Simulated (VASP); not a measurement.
# FePt (P4/mmm) in VASP: further runs

FePt is run at these levels: PBEsol+D4, RPBE, BLYP, LDA; tasks: single point, relaxation of cell and atoms.

Everything below comes from runs of VASP 6.6.1. Logs are shortened: lines on timing, memory, paths and dates and some standing lists are left out, and cuts for length are marked.

### Step 1. The cell of the first run

It takes space group P4/mmm (No. 123, tetragonal). The conventional cell has a = 2.682 Å, b = 2.682 Å, c = 3.680 Å, α = 90.00°, β = 90.00°, γ = 90.00°. Pt (site symmetry 4/mmm) has 8 Fe at 2.64 Å and 4 Pt at 2.68 Å within 3.5 Å. Within 3.5 Å of Fe (site symmetry 4/mmm) lie 8 Pt at 2.64 Å and 4 Fe at 2.68 Å.

### Step 2. Single point, PBEsol+D4, collinear spin, ferromagnetic start

Input file INCAR:

```
PREC = Accurate
ENCUT = 520
EDIFF = 1E-6
ISMEAR = -1
SIGMA = 0.05
LREAL = F
LASPH = T
NELM = 150
ALGO = Normal
ISIF = 2
LWAVE = F
LCHARG = F
ISPIN = 2
MAGMOM = 0 3
LORBIT = 11
LMAXMIX = 4
GGA = PS
IVDW = 13
NBANDS = 20
```

Input file KPOINTS:

```
Automatic mesh
0
Gamma
  10 10 7
```

Input file POSCAR:

```
FePt
1.0
    2.6817936394      0.0000000000      0.0000000000
    0.0000000000      2.6817936394      0.0000000000
    0.0000000000      0.0000000000      3.6802559589
Pt Fe
1 1
Direct
    0.5000000000      0.5000000000      0.5000000000
    0.0000000000      0.0000000000      0.0000000000
```

Potentials or basis: VASP PAW PBE potentials, release 64 (Pt, Fe).

Run with:

```
cat potpaw_PBE.64/Pt/POTCAR potpaw_PBE.64/Fe/POTCAR > POTCAR
mpirun -np 1 vasp_std > vasp.out
```

OUTCAR:

```text
PREC = Accurate
   ENCUT = 520
   EDIFF = 1E-6
   ISMEAR = -1
   LREAL = F
   LASPH = T
   NELM = 150
   ISIF = 2
   ISPIN = 2
   LORBIT = 11
   GGA = PS
   IVDW = 13

 ion  position               nearest neighbor table
   1  0.500  0.500  0.500-   2 2.64   2 2.64   2 2.64   2 2.64   2 2.64   2 2.64   2 2.64   2 2.64

   2  0.000  0.000  0.000-   1 2.64   1 2.64   1 2.64   1 2.64   1 2.64   1 2.64   1 2.64   1 2.64

  LATTYP: Found a simple tetragonal cell.
 ALAT       =     2.6817936394
 C/A-ratio  =     1.3723113907

  Lattice vectors:

 A1 = (   2.6817936394,   0.0000000000,   0.0000000000)
 A2 = (   0.0000000000,   2.6817936394,   0.0000000000)
 A3 = (   0.0000000000,   0.0000000000,   3.6802559589)

Analysis of symmetry for initial positions (statically):
=====================================================================
 Subroutine PRICEL returns:
 Original cell was already a primitive cell.

 Routine SETGRP: Setting up the symmetry group for a
 simple tetragonal supercell.

 Subroutine GETGRP returns: Found 16 space group operations
 (whereof 16 operations were pure point group operations)
 out of a pool of 16 trial point group operations.

The static configuration has the point symmetry D_4h.

Analysis of symmetry for dynamics (positions and initial velocities):
=====================================================================
 Subroutine PRICEL returns:
 Original cell was already a primitive cell.

 Routine SETGRP: Setting up the symmetry group for a
 simple tetragonal supercell.

 Subroutine GETGRP returns: Found 16 space group operations
 (whereof 16 operations were pure point group operations)
 out of a pool of 16 trial point group operations.

The dynamic configuration has the point symmetry D_4h.

Analysis of structural, dynamic, and magnetic symmetry:
=====================================================================
 Subroutine PRICEL returns:
 Original cell was already a primitive cell.

 Routine SETGRP: Setting up the symmetry group for a
 simple tetragonal supercell.

 Subroutine GETGRP returns: Found 16 space group operations
 (whereof 16 operations were pure point group operations)
 out of a pool of 16 trial point group operations.

The overall configuration has the point symmetry D_4h.

 Subroutine INISYM returns: Found 16 space group operations
 (whereof 16 operations are pure point group operations),
 and found     1 'primitive' translations

----------------------------------------------------------------------------------------

                                     Primitive cell

  volume of cell :      26.4685

  direct lattice vectors                    reciprocal lattice vectors
     2.681793639  0.000000000  0.000000000     0.372884768  0.000000000  0.000000000
     0.000000000  2.681793639  0.000000000     0.000000000  0.372884768  0.000000000
     0.000000000  0.000000000  3.680255959     0.000000000  0.000000000  0.271720231

  length of vectors
     2.681793639  2.681793639  3.680255959     0.372884768  0.372884768  0.271720231

  position of ions in fractional coordinates (direct lattice)
     0.500000000  0.500000000  0.500000000
     0.000000000  0.000000000  0.000000000

  ion indices of the primitive-cell ions
   primitive index   ion index
                 1           1
                 2           2

----------------------------------------------------------------------------------------

 KPOINTS: Automatic mesh

Automatic generation of k-mesh.
 Grid dimensions read from file:
 generate k-points for:   10   10    7

 Generating k-lattice:

  Cartesian coordinates                     Fractional coordinates (reciprocal lattice)
     0.037288477  0.000000000  0.000000000     0.100000000  0.000000000  0.000000000
     0.000000000  0.037288477  0.000000000     0.000000000  0.100000000  0.000000000
     0.000000000  0.000000000  0.038817176     0.000000000  0.000000000  0.142857143

  Length of vectors
     0.037288477  0.037288477  0.038817176

  Shift w.r.t. Gamma in fractional coordinates (k-lattice)
     0.000000000  0.000000000  0.000000000

 Subroutine IBZKPT returns following result:
 ===========================================

 Found     84 irreducible k-points:

 Following reciprocal coordinates:
            Coordinates               Weight
  0.000000  0.000000  0.000000      1.000000
  0.100000  0.000000  0.000000      4.000000
  0.200000  0.000000  0.000000      4.000000
  0.300000  0.000000  0.000000      4.000000
  0.400000  0.000000  0.000000      4.000000
  0.500000  0.000000  0.000000      2.000000
[... 16 lines left out ...]
  0.100000  0.000000  0.142857      8.000000
  0.200000  0.000000  0.142857      8.000000
 [... further k-points ...]
   k-points           NKPTS =     84   k-points in BZ     NKDIM =     84   number of bands    NBANDS=     20
   number of dos      NEDOS =    301   number of ions     NIONS =      2
   total plane-waves  NPLWV =  11200
   dimension x,y,z NGX =    20 NGY =   20 NGZ =   28
   dimension x,y,z NGXF=    40 NGYF=   40 NGZF=   56
   ions per type =               1   1
   NGX,Y,Z   is equivalent  to a cutoff of  12.40, 12.40, 12.65 a.u.
   NGXF,Y,Z  is equivalent  to a cutoff of  24.80, 24.80, 25.30 a.u.
 SYSTEM =  unknown system
   PREC   = accura    normal or accurate (medium, high low for compatibility)
   ISTART =      0    job   : 0-new  1-cont  2-samecut
   ICHARG =      2    charge: 1-file 2-atom 10-const
   ISPIN  =      2    spin polarized calculation?
   LNONCOLLINEAR =      F non collinear calculations
   LSORBIT =      F    spin-orbit coupling
   LASPH  =      T    aspherical Exc in radial PAW
   ENCUT  =  520.0 eV  38.22 Ry    6.18 a.u.   4.99  4.99  6.84*2*pi/ulx,y,z
   NELM   =    150;   NELMIN=  2; NELMDL= -5     # of ELM steps
   EDIFF  = 0.1E-05   stopping-criterion for ELM
   LREAL  =      F    real-space projection
   EDIFFG = 0.1E-04   stopping-criterion for IOM
   NSW    =      0    number of steps for IOM
   IBRION =     -1    ionic relax: 0-MD 1-quasi-New 2-CG
   NFREE  =      0    steps in history (QN), initial steepest desc. (CG)
   ISIF   =      2    stress and relaxation
   ISYM   =      2    0-nonsym 1-usesym 2-fastsym
   POTIM  = 0.5000    time-step for ionic-motion
   TEBEG  =    0.0;   TEEND  =   0.0 temperature during run
   PSTRESS=    0.0 pullay stress
   NELECT =      18.0000    total number of electrons
   NUPDOWN=      -1.0000    fix difference up-down
   EMIN   =  10.00;   EMAX   =-10.00  energy-range for DOS
   EFERMI =   0.00;   METHOD = LEGACY
   ISMEAR =    -1;   SIGMA  =   0.05  broadening in eV -4-tet -1-fermi 0-gaus
   EFERMI_NEDOS =   21; number of points for ismear=-14 and -15
   IALGO  =     38    algorithm
   IMIX   =      4    mixing-type and parameters
     AMIX     =   0.40;   BMIX     =  1.00
     AMIX_MAG =   1.60;   BMIX_MAG =  1.00
  volume/ion in A,a.u.               =      13.23        89.31
  Fermi-wavevector in a.u.,A,eV,Ry     =   1.439647  2.720539 28.199219  2.072584
  Thomas-Fermi vector in A             =   2.558479
   LORBIT       =     11    0 simple, 1 ext, 2 COOP (PROOUT), +10 PAW based schemes
   GGA     = PS    functional components
   LHFCALC =     F    Hartree Fock is set to
   AEXX    =    0.0000 exact exchange contribution
   IVDW    =    13    specifies the selected vdW correction
   LEPSILON=     F    determine dielectric tensor
   LRPA    =     F    only Hartree local field effects (RPA)
 spin polarized calculation
  energy-cutoff  :      520.00
  volume of cell :       26.47
 maximum number of plane-waves:       728
 NGX is ok and might be reduce to    20
   NGX =  9   NGY =  9   NGZ = 13

 number of electron      18.0000009 magnetization       3.2059181

 Free energy of the ion-electron system (eV)
  ---------------------------------------------------
  ext. energy  EPLUGINS =         0.00000000
  ---------------------------------------------------
  free energy    TOTEN  =       -16.29279461 eV

  energy without entropy =      -16.28228399  energy(sigma->0) =      -16.28753930

 E-fermi :   9.1256     XC(G=0): -13.4467

 val. band max:        9.1221625456   @ k =   0.3000   0.2000   0.0000
 cond. band min:       9.1317561959   @ k =   0.5000   0.4000   0.1429
 fundamental gap:      0.0095936503
 Fermi energy:         9.1255720680

 spin component 1

 k-point     1 :       0.0000    0.0000    0.0000
  band No.  band energies     occupation
      1      -0.8922      1.00000
      2       2.4247      1.00000
      3       2.5765      1.00000
      4       5.5904      1.00000
      5       5.5904      1.00000
      6       6.1463      1.00000
[... 12 lines left out ...]
     19      30.9625      0.00000
     20      30.9625      0.00000

 k-point     2 :       0.1000    0.0000    0.0000
  band No.  band energies     occupation
      1      -0.6214      1.00000
      2       2.5676      1.00000
      3       2.7708      1.00000
      4       5.4664      1.00000
      5       5.6703      1.00000
      6       6.2175      1.00000
[... 12 lines left out ...]
     19      30.9109      0.00000
     20      31.4719      0.00000

 k-point     3 :       0.2000    0.0000    0.0000
  band No.  band energies     occupation
      1       0.1285      1.00000
      2       2.8902      1.00000
      3       3.3830      1.00000
      4       5.1163      1.00000
      5       5.9023      1.00000
      6       6.3184      1.00000
[... 12 lines left out ...]
     19      30.9157      0.00000
     20      32.8801      0.00000

 k-point     4 :       0.3000    0.0000    0.0000
  band No.  band energies     occupation
      1       1.1731      1.00000
      2       3.3565      1.00000
      3       4.1689      1.00000
      4       4.6277      1.00000
      5       6.1518      1.00000
      6       6.1942      1.00000
[... 429 lines left out ...]
 k-point    23 :       0.1000    0.0000    0.1429
  band No.  band energies     occupation
      1      -0.3703      1.00000
      2       2.6771      1.00000
      3       2.8530      1.00000
      4       5.5204      1.00000
      5       5.7502      1.00000
      6       6.1528      1.00000
[... 12 lines left out ...]
     19      30.9454      0.00000
     20      31.2080      0.00000

 k-point    24 :       0.2000    0.0000    0.1429
  band No.  band energies     occupation
      1       0.3509      1.00000
      2       2.9659      1.00000
      3       3.4910      1.00000
      4       5.1276      1.00000
      5       5.8712      1.00000
      6       6.2862      1.00000
[... 12 lines left out ...]
     19      32.5874      0.00000
     20      32.8942      0.00000

 [... further k-points ...]

 spin component 2

 k-point     1 :       0.0000    0.0000    0.0000
  band No.  band energies     occupation
      1      -0.7079      1.00000
      2       2.9545      1.00000
      3       2.9839      1.00000
      4       6.6293      1.00000
      5       6.6293      1.00000
      6       8.2487      1.00000
[... 12 lines left out ...]
     19      31.1068      0.00000
     20      31.1068      0.00000

 k-point     2 :       0.1000    0.0000    0.0000
  band No.  band energies     occupation
      1      -0.4353      1.00000
      2       3.0683      1.00000
      3       3.2141      1.00000
      4       6.3626      1.00000
      5       6.7067      1.00000
      6       8.1708      1.00000
[... 12 lines left out ...]
     19      31.4228      0.00000
     20      31.6182      0.00000

 k-point     3 :       0.2000    0.0000    0.0000
  band No.  band energies     occupation
      1       0.3182      1.00000
      2       3.3532      1.00000
      3       3.8936      1.00000
      4       5.7030      1.00000
      5       6.9259      1.00000
      6       7.6811      1.00000
[... 12 lines left out ...]
     19      31.2325      0.00000
     20      33.0342      0.00000

 k-point     4 :       0.3000    0.0000    0.0000
  band No.  band energies     occupation
      1       1.3628      1.00000
      2       3.7764      1.00000
      3       4.7920      1.00000
      4       4.9772      1.00000
      5       7.1171      1.00000
      6       7.2429      1.00000
[... 429 lines left out ...]
 k-point    23 :       0.1000    0.0000    0.1429
  band No.  band energies     occupation
      1      -0.1870      1.00000
      2       3.1367      1.00000
      3       3.3034      1.00000
      4       6.3845      1.00000
      5       6.7601      1.00000
      6       8.1976      1.00000
[... 12 lines left out ...]
     19      31.4319      0.00000
     20      31.4923      0.00000

 k-point    24 :       0.2000    0.0000    0.1429
  band No.  band energies     occupation
      1       0.5439      1.00000
      2       3.4056      1.00000
      3       3.9930      1.00000
      4       5.6573      1.00000
      5       6.8975      1.00000
      6       7.7043      1.00000
[... 12 lines left out ...]
     19      32.8307      0.00000
     20      33.1864      0.00000

 [... further k-points ...]

------------------------ aborting loop because EDIFF is reached ----------------------------------------

  DFT-D4 for vdW energy calculation

  Edisp (eV):   -0.64101

  FORCE on cell =-STRESS in cart. coord.  units (eV):
  Direction    XX          YY          ZZ          XY          YZ          ZX
  --------------------------------------------------------------------------------------
  -------------------------------------------------------------------------------------
  Total      -0.06203    -0.06203    -0.04205     0.00000    -0.00000     0.00000
  in kB      -3.75488    -3.75488    -2.54509     0.00000    -0.00000     0.00000
  external pressure =       -3.35 kB  Pullay stress =        0.00 kB

 VOLUME and BASIS-vectors are now :
 -----------------------------------------------------------------------------
  energy-cutoff  :      520.00
  volume of cell :       26.47
      direct lattice vectors                 reciprocal lattice vectors
     2.681793639  0.000000000  0.000000000     0.372884768  0.000000000  0.000000000
     0.000000000  2.681793639  0.000000000     0.000000000  0.372884768  0.000000000
     0.000000000  0.000000000  3.680255959     0.000000000  0.000000000  0.271720231

 POSITION                                       TOTAL-FORCE (eV/Angst)
 -----------------------------------------------------------------------------------
      1.34090      1.34090      1.84013         0.000000      0.000000      0.000000
      0.00000      0.00000      0.00000         0.000000      0.000000      0.000000
 -----------------------------------------------------------------------------------
    total drift:                               -0.000000      0.000000      0.000000

  FREE ENERGIE OF THE ION-ELECTRON SYSTEM (eV)
  ---------------------------------------------------
  free  energy   TOTEN  =       -16.9338040650 eV

  energy  without entropy=      -16.9232934450  energy(sigma->0) =      -16.92854876

 total charge

# of ion       s       p       d       tot
------------------------------------------
    1        0.729   0.719   8.073   9.522
    2        0.428   0.491   6.162   7.080
--------------------------------------------------
tot          1.157   1.210  14.235  16.602

 magnetization (x)

# of ion       s       p       d       tot
------------------------------------------
    1       -0.025  -0.063   0.420   0.332
    2        0.003  -0.005   2.837   2.835
--------------------------------------------------
tot         -0.022  -0.069   3.257   3.167
```

Run time: 31 s. Hardware: 1 thread of Intel Xeon 6975P-C (Granite Rapids), shared host; peak memory 0.19 GiB.

What came out:

```
Free energy                                           : -16.9338 eV
Pressure                                              : -0.3 GPa
Net moment                                            : 3.21 μB per cell
Site moments                                          : Pt +0.33; Fe +2.83 μB
Valence electrons inside the program's atomic spheres : Pt 9.52; Fe 7.08
Dispersion energy per atom                            : -0.321 eV
```

Caveat: the PAW data sets were made with another functional, which shifts forces and pressure a little; spin-orbit coupling is left out, which moves the levels of the heavy elements.

(Continued in part 2 of 2.)
